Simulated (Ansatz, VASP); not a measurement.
## One calculation of Na4Au, two programs

```
Na Au
1.0
    -3.48074    3.48074    3.48074
     3.48074   -3.48074    3.48074
     3.48074    3.48074   -3.48074
Na Au
4 1
Direct
  0.50000 0.50000 0.50000
  0.00000 0.00000 0.50000
  0.00000 0.50000 0.00000
  0.50000 0.00000 0.00000
  0.00000 0.00000 0.00000
```

Alike in both runs: functional PBE; k mesh 8 × 8 × 8; occupations gaussian, width 0.1 eV; no spin polarisation.

Ansatz relaxed the structure, and its values are those at the end. VASP's run is a single point on that final structure, the one shown.

|  | VASP | Ansatz |
| --- | --- | --- |
| version | VASP 6.6.1 | Ansatz 0.2.0 |
| potentials or method | VASP PAW PBE potentials, release 64 (Na_pv, Au), cutoff 520 eV | scalar-relativistic, plane waves, PAW |
| valence electrons in the cell | 39 | 55 |

|  | VASP | Ansatz | Ansatz less VASP |
| --- | --- | --- | --- |
| gap on the k mesh at the Fermi level (eV) | none | none | - |
| pressure (GPa) | 0.0 | 0.0 | +0.01 |

A gap of «none» marks a metal or a gap that the smearing closes. VASP's potentials hold 39 valence electrons a cell and Ansatz's 55, so a difference there can come from the potentials and not from the codes.

Spin-orbit coupling is off throughout.
